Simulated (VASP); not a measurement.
# MgO (Cm) in VASP: further runs

MgO is run at these levels: PBEsol; tasks: single point.

Program: VASP 6.6.1. These are calculated values, not measurements. Logs are shortened: lines on timing, memory, paths and dates and some standing lists are left out, and cuts for length are marked.

## Step 1: The cell of the first run

It takes space group Cm (No. 8, monoclinic). Conventional cell: a = 5.961 Å, b = 5.961 Å, c = 4.215 Å, α = 90.00°, β = 90.00°, γ = 90.00°. Mg (site symmetry m) has 6 O at 1.91 to 2.33 Å within 2.5 Å. Mg (site symmetry m) has 6 O at 2.11 Å and 1 Mg at 2.78 Å within 2.8 Å. Mg (site symmetry 1) has 6 O at 2.11 Å and 1 Mg at 2.73 Å within 2.8 Å. O (site symmetry 1) has 6 Mg at 1.97 to 2.27 Å within 2.6 Å. Within 2.5 Å of O (site symmetry m) lie 6 Mg at 1.91 to 2.33 Å. Within 2.8 Å of O (site symmetry m) lie 6 Mg at 2.11 Å.

## Step 2: Single point, PBEsol (atom 1 (Mg) moved by -0.212 Å along [1 1 0] and -0.212 Å along [0 0 1])

The input, INCAR:

```
SYSTEM = MgO
PREC = Accurate
ENCUT = 520
EDIFF = 1E-6
ISMEAR = 0
SIGMA = 0.05
LREAL = .False.
LASPH = .True.
NELM = 60
ALGO = Normal
ISIF = 2
LWAVE = .False.
LCHARG = .True.
GGA = PS
LELF = .True.
LVHAR = .True.
NBANDS = 26
```

The input, KPOINTS:

```
Automatic mesh
0
Gamma
  6 6 6
  0 0 0
```

The input, POSCAR:

```
MgO
1.0
    4.2149416169      0.0000000000      0.0000000000
    0.0000000000     -4.2149416169      0.0000000000
    0.0000000000      0.0000000000     -4.2149416169
Mg O
4 4
Direct
   -0.0355655312      0.0355655312      0.0502972566
    0.5000000000      0.5000000000      0.0000000000
    0.5000000000      0.0000000000      0.5000000000
    0.0000000000      0.5000000000      0.5000000000
    0.5000000000      0.0000000000      0.0000000000
    0.0000000000      0.5000000000      0.0000000000
    0.0000000000      0.0000000000      0.5000000000
    0.5000000000      0.5000000000      0.5000000000
```

Potentials or basis: VASP PAW PBE potentials, release 64 (Mg, O).

Run with:

```sh
cat potpaw_PBE.64/Mg/POTCAR potpaw_PBE.64/O/POTCAR > POTCAR
mpirun -np 1 vasp_std > vasp.out
```

OUTCAR:

```text
SYSTEM = MgO
   PREC = Accurate
   ENCUT = 520
   EDIFF = 1E-6
   ISMEAR = 0
   LREAL = .False.
   LASPH = .True.
   NELM = 60
   ISIF = 2
   GGA = PS

 ion  position               nearest neighbor table
   1  0.964  0.036  0.050-   7 1.91   6 1.97   5 1.97   5 2.27   6 2.27   7 2.33   4 2.73   3 2.73
                             2 2.78   4 2.95   3 2.95   2 3.00   2 3.00   3 3.04   4 3.04   2 3.20
   2  0.500  0.500  0.000-   5 2.11   6 2.11   8 2.11   8 2.11   5 2.11   6 2.11   1 2.78   4 2.98
                             4 2.98   3 2.98   3 2.98   3 2.98   4 2.98   3 2.98   4 2.98   1 3.00
   3  0.500  0.000  0.500-   5 2.11   7 2.11   8 2.11   5 2.11   8 2.11   7 2.11   1 2.73   1 2.95
                             2 2.98   4 2.98   2 2.98   2 2.98   2 2.98   4 2.98   4 2.98   4 2.98
   4  0.000  0.500  0.500-   6 2.11   7 2.11   8 2.11   6 2.11   7 2.11   8 2.11   1 2.73   1 2.95
                             3 2.98   3 2.98   2 2.98   2 2.98   3 2.98   2 2.98   2 2.98   3 2.98
   5  0.500  0.000  0.000-   1 1.97   2 2.11   3 2.11   3 2.11   2 2.11   1 2.27
   6  0.000  0.500  0.000-   1 1.97   2 2.11   4 2.11   4 2.11   2 2.11   1 2.27
   7  0.000  0.000  0.500-   1 1.91   3 2.11   4 2.11   4 2.11   3 2.11   1 2.33
   8  0.500  0.500  0.500-   2 2.11   3 2.11   4 2.11   2 2.11   3 2.11   4 2.11

  LATTYP: Found a simple cubic cell.
 ALAT       =     4.2149416169

  Lattice vectors:

 A1 = (   4.2149416169,   0.0000000000,   0.0000000000)
 A2 = (   0.0000000000,  -4.2149416169,   0.0000000000)
 A3 = (   0.0000000000,   0.0000000000,  -4.2149416169)

Analysis of symmetry for initial positions (statically):
=====================================================================
 Subroutine PRICEL returns:
 Original cell was already a primitive cell.

 Routine SETGRP: Setting up the symmetry group for a
 simple cubic supercell.

 Subroutine GETGRP returns: Found  2 space group operations
 (whereof  2 operations were pure point group operations)
 out of a pool of 48 trial point group operations.

The static configuration has the point symmetry C_1h.

Analysis of symmetry for dynamics (positions and initial velocities):
=====================================================================
 Subroutine PRICEL returns:
 Original cell was already a primitive cell.

 Routine SETGRP: Setting up the symmetry group for a
 simple cubic supercell.

 Subroutine GETGRP returns: Found  2 space group operations
 (whereof  2 operations were pure point group operations)
 out of a pool of 48 trial point group operations.

The dynamic configuration has the point symmetry C_1h.

 Subroutine INISYM returns: Found  2 space group operations
 (whereof  2 operations are pure point group operations),
 and found     1 'primitive' translations

----------------------------------------------------------------------------------------

                                     Primitive cell

  volume of cell :      74.8815

  direct lattice vectors                    reciprocal lattice vectors
     4.214941617  0.000000000  0.000000000     0.237251210  0.000000000  0.000000000
     0.000000000 -4.214941617  0.000000000     0.000000000 -0.237251210  0.000000000
     0.000000000  0.000000000 -4.214941617     0.000000000  0.000000000 -0.237251210

  length of vectors
     4.214941617  4.214941617  4.214941617     0.237251210  0.237251210  0.237251210

  position of ions in fractional coordinates (direct lattice)
     0.964434469  0.035565531  0.050297257
     0.500000000  0.500000000  0.000000000
     0.500000000  0.000000000  0.500000000
     0.000000000  0.500000000  0.500000000
     0.500000000  0.000000000  0.000000000
     0.000000000  0.500000000  0.000000000
     0.000000000  0.000000000  0.500000000
     0.500000000  0.500000000  0.500000000

  ion indices of the primitive-cell ions
   primitive index   ion index
                 1           1
                 2           2
                 3           3
                 4           4
                 5           5
                 6           6
                 7           7
                 8           8

----------------------------------------------------------------------------------------

 KPOINTS: Automatic mesh

Automatic generation of k-mesh.
 Grid dimensions read from file:
 generate k-points for:    6    6    6

 Generating k-lattice:

  Cartesian coordinates                     Fractional coordinates (reciprocal lattice)
     0.039541868  0.000000000  0.000000000     0.166666667  0.000000000  0.000000000
     0.000000000 -0.039541868  0.000000000     0.000000000  0.166666667  0.000000000
     0.000000000  0.000000000 -0.039541868     0.000000000  0.000000000  0.166666667

  Length of vectors
     0.039541868  0.039541868  0.039541868

  Shift w.r.t. Gamma in fractional coordinates (k-lattice)
     0.000000000  0.000000000  0.000000000

 Subroutine IBZKPT returns following result:
 ===========================================

 Found     68 irreducible k-points:

 Following reciprocal coordinates:
            Coordinates               Weight
  0.000000  0.000000  0.000000      1.000000
  0.166667  0.000000  0.000000      4.000000
  0.000000  0.000000  0.166667      2.000000
  0.333333  0.000000  0.000000      4.000000
  0.000000  0.000000  0.333333      2.000000
  0.500000  0.000000  0.000000      2.000000
[... 16 lines left out ...]
  0.333333  0.000000  0.333333      4.000000
 -0.333333  0.333333  0.000000      2.000000
 [... further k-points ...]
   k-points           NKPTS =     68   k-points in BZ     NKDIM =     68   number of bands    NBANDS=     26
   number of dos      NEDOS =    301   number of ions     NIONS =      8
   total plane-waves  NPLWV =  32768
   dimension x,y,z NGX =    32 NGY =   32 NGZ =   32
   dimension x,y,z NGXF=    64 NGYF=   64 NGZF=   64
   ions per type =               4   4
   NGX,Y,Z   is equivalent  to a cutoff of  12.62, 12.62, 12.62 a.u.
   NGXF,Y,Z  is equivalent  to a cutoff of  25.24, 25.24, 25.24 a.u.
 SYSTEM =  MgO
   PREC   = accura    normal or accurate (medium, high low for compatibility)
   ISTART =      0    job   : 0-new  1-cont  2-samecut
   ICHARG =      2    charge: 1-file 2-atom 10-const
   ISPIN  =      1    spin polarized calculation?
   LNONCOLLINEAR =      F non collinear calculations
   LSORBIT =      F    spin-orbit coupling
   LASPH  =      T    aspherical Exc in radial PAW
   ENCUT  =  520.0 eV  38.22 Ry    6.18 a.u.   7.84  7.84  7.84*2*pi/ulx,y,z
   NELM   =     60;   NELMIN=  2; NELMDL= -5     # of ELM steps
   EDIFF  = 0.1E-05   stopping-criterion for ELM
   LREAL  =      F    real-space projection
   EDIFFG = 0.1E-04   stopping-criterion for IOM
   NSW    =      0    number of steps for IOM
   IBRION =     -1    ionic relax: 0-MD 1-quasi-New 2-CG
   NFREE  =      0    steps in history (QN), initial steepest desc. (CG)
   ISIF   =      2    stress and relaxation
   ISYM   =      2    0-nonsym 1-usesym 2-fastsym
   POTIM  = 0.5000    time-step for ionic-motion
   TEBEG  =    0.0;   TEEND  =   0.0 temperature during run
   PSTRESS=    0.0 pullay stress
   NELECT =      32.0000    total number of electrons
   NUPDOWN=      -1.0000    fix difference up-down
   EMIN   =  10.00;   EMAX   =-10.00  energy-range for DOS
   EFERMI =   0.00;   METHOD = LEGACY
   ISMEAR =     0;   SIGMA  =   0.05  broadening in eV -4-tet -1-fermi 0-gaus
   EFERMI_NEDOS =   21; number of points for ismear=-14 and -15
   IALGO  =     38    algorithm
   IMIX   =      4    mixing-type and parameters
     AMIX     =   0.40;   BMIX     =  1.00
     AMIX_MAG =   1.60;   BMIX_MAG =  1.00
  volume/ion in A,a.u.               =       9.36        63.17
  Fermi-wavevector in a.u.,A,eV,Ry     =   1.233105  2.330230 20.688298  1.520547
  Thomas-Fermi vector in A             =   2.367848
   LORBIT       =      0    0 simple, 1 ext, 2 COOP (PROOUT), +10 PAW based schemes
   GGA     = PS    functional components
   LHFCALC =     F    Hartree Fock is set to
   AEXX    =    0.0000 exact exchange contribution
   IVDW    =     0    specifies the selected vdW correction
   LEPSILON=     F    determine dielectric tensor
   LRPA    =     F    only Hartree local field effects (RPA)
 non-spin polarized calculation
 Gauss-broadening in eV      SIGMA  =   0.05
  energy-cutoff  :      520.00
  volume of cell :       74.88
 maximum number of plane-waves:      2040
   NGX = 15   NGY = 15   NGZ = 15

 number of electron      31.9999987 magnetization

 Free energy of the ion-electron system (eV)
  ---------------------------------------------------
  ext. energy  EPLUGINS =         0.00000000
  ---------------------------------------------------
  free energy    TOTEN  =       -49.60259490 eV

  energy without entropy =      -49.60259490  energy(sigma->0) =      -49.60259490

 E-fermi :   3.2669     XC(G=0): -11.2891

 val. band max:        3.0443788709   @ k =   0.0000   0.0000   0.0000
 cond. band min:       7.6376235397   @ k =   0.0000   0.0000   0.0000
 fundamental gap:      4.5932446688
 Fermi energy:         3.2669367691

 k-point     1 :       0.0000    0.0000    0.0000
  band No.  band energies     occupation
      1     -14.1652      2.00000
      2     -12.6254      2.00000
      3     -12.5953      2.00000
      4     -12.5725      2.00000
      5      -1.1149      2.00000
      6      -1.0789      2.00000
[... 18 lines left out ...]
     25      16.0002      0.00000
     26      16.0376      0.00000

 k-point     2 :       0.1667    0.0000    0.0000
  band No.  band energies     occupation
      1     -14.0663      2.00000
      2     -12.7136      2.00000
      3     -12.5873      2.00000
      4     -12.5769      2.00000
      5      -0.9784      2.00000
      6      -0.9357      2.00000
[... 18 lines left out ...]
     25      15.8629      0.00000
[... 608 lines left out ...]
     25      15.3543      0.00000
     26      16.1791      0.00000

 k-point    24 :      -0.3333    0.3333    0.0000
  band No.  band energies     occupation
      1     -13.4774      2.00000
      2     -12.8813      2.00000
      3     -12.8309      2.00000
      4     -12.6275      2.00000
      5      -0.5754      2.00000
      6      -0.5189      2.00000
[... 18 lines left out ...]
     25      15.4215      0.00000
     26      16.3521      0.00000

 [... further k-points ...]
[... 5 lines left out ...]
  --------------------------------------------------------------------------------------
  -------------------------------------------------------------------------------------
  Total        0.6741913      0.6741913      1.5859399     -0.0316102     -0.0664303     -0.0664304
  in kB       14.4251069     14.4251069     33.9330281     -0.6763379     -1.4213544     -1.4213550
  external PRESSURE =      20.9277473 kB  Pullay stress =       0.0000000 kB

 VOLUME and BASIS-vectors are now :
 -----------------------------------------------------------------------------
  energy-cutoff  :      520.00
  volume of cell :       74.88
      direct lattice vectors                 reciprocal lattice vectors
     4.214941617  0.000000000  0.000000000     0.237251210  0.000000000  0.000000000
     0.000000000 -4.214941617  0.000000000     0.000000000 -0.237251210  0.000000000
     0.000000000  0.000000000 -4.214941617     0.000000000  0.000000000 -0.237251210

 POSITION                                       TOTAL-FORCE (eV/Angst)
 -----------------------------------------------------------------------------------
      4.06503     -0.14991     -0.21200         1.424870      1.424870      2.295967
      2.10747     -2.10747      0.00000        -0.394982     -0.394982      0.168850
      2.10747      0.00000     -2.10747        -0.421338      0.125882     -0.567002
      0.00000     -2.10747     -2.10747         0.125882     -0.421338     -0.567002
      2.10747      0.00000      0.00000        -0.423732     -0.196608     -0.282329
      0.00000     -2.10747      0.00000        -0.196608     -0.423732     -0.282329
      0.00000      0.00000     -2.10747        -0.163650     -0.163650     -0.832496
      2.10747     -2.10747     -2.10747         0.049558      0.049558      0.066340
 -----------------------------------------------------------------------------------
    total drift:                               -0.000528     -0.000528      0.000373

  FREE ENERGIE OF THE ION-ELECTRON SYSTEM (eV)
  ---------------------------------------------------
  free  energy   TOTEN  =       -49.6025948974 eV

  energy  without entropy=      -49.6025948974  energy(sigma->0) =      -49.60259490
```

It took 100 s on 1 thread of Intel Xeon 8259CL, shared host; peak memory 0.24 GiB.

Results:

| Quantity | Value |
| --- | --- |
| Free energy | -49.6026 eV |
| Pressure | 2.1 GPa |
| Largest force | 3.055 eV/Å |
| Band gap on the k mesh | 4.59 eV, direct |

Forces on the atoms (eV/Å):
```
Mg   1.425  1.425  2.296
Mg  -0.395 -0.395  0.169
Mg  -0.421  0.126 -0.567
Mg   0.126 -0.421 -0.567
O   -0.424 -0.197 -0.282
O   -0.197 -0.424 -0.282
O   -0.164 -0.164 -0.832
O    0.050  0.050  0.066
```

Caveat: the cell differs from its parent crystal (atom 1 (Mg) moved by -0.212 Å along [1 1 0] and -0.212 Å along [0 0 1]); the PAW data sets were made with another functional, which shifts forces and pressure a little.

## Step 3: Single point, PBEsol (atom 1 (Mg) moved by -0.424 Å along [1 1 0] and -0.424 Å along [0 0 1])

The input, INCAR:

```
SYSTEM = MgO
  ALGO = Normal
  EDIFF = 1E-6
  ENCUT = 520
  GGA = PS
  ISIF = 2
  ISMEAR = 0
  LASPH = .True.
  LCHARG = .False.
  LREAL = .False.
  LWAVE = .False.
  NBANDS = 26
  NELM = 60
  PREC = Accurate
  SIGMA = 0.05
```

The input, KPOINTS:

```
k-points
0
Gamma
  6 6 6
  0 0 0
```

Edit POSCAR of step 2 so:

```diff
@@ -8,3 +8,3 @@
 Direct
-   -0.0355655312      0.0355655312      0.0502972566
+   -0.0711310624      0.0711310624      0.1005945132
     0.5000000000      0.5000000000      0.0000000000
```

Potentials or basis: VASP PAW PBE potentials, release 64 (Mg, O).

Run with:

```sh
cat potpaw_PBE.64/Mg/POTCAR potpaw_PBE.64/O/POTCAR > POTCAR
mpirun -np 1 vasp_std > vasp.out
```

Wall time 1.9 min (1 thread of Intel Xeon 8259CL, shared host); peak memory 0.24 GiB.

Results (log left out):

```
Free energy            : -48.1653 eV
Pressure               : 9.6 GPa
Largest force          : 6.837 eV/Å
Band gap on the k mesh : 4.50 eV, direct
```

Forces in eV/Å, atoms in the order of the input:
```
Mg   2.448  2.448  5.896
Mg  -0.859 -0.859  0.401
Mg  -1.078  0.346 -1.291
Mg   0.346 -1.078 -1.291
O   -0.859 -0.269 -0.413
O   -0.269 -0.859 -0.413
O    0.123  0.123 -3.062
O    0.147  0.147  0.172
```

Stress tensor (GPa, compression positive):
```
 6.79 -0.62 -1.74
-0.62  6.79 -1.74
-1.74 -1.74 15.13
```

Levels at points of the mesh, in eV from the valence-band top:
```
           k point  band 13  band 14  band 15  band 16  band 17  band 18  band 19  band 20
(0.00, 0.00, 0.00)    -1.31    -0.15    -0.14     0.00     4.50     8.39     9.02     9.05
(0.50, 0.00, 0.00)    -0.87    -0.86    -0.82    -0.67     7.64     7.99    10.06    10.81
(0.00, 0.00, 0.50)    -0.97    -0.95    -0.73    -0.59     7.51     8.02    10.01    10.97
(0.50, 0.50, 0.00)    -0.89    -0.86    -0.72    -0.35     8.76     9.20     9.34     9.57
(0.00, 0.50, 0.50)    -0.88    -0.79    -0.74    -0.41     8.68     9.19     9.38     9.64
(0.50, 0.50, 0.50)    -0.77    -0.69    -0.42    -0.33     7.30     7.72     7.78     7.86
```

Caveat: the cell differs from its parent crystal (atom 1 (Mg) moved by -0.424 Å along [1 1 0] and -0.424 Å along [0 0 1]); the PAW data sets were made with another functional, which shifts forces and pressure a little.
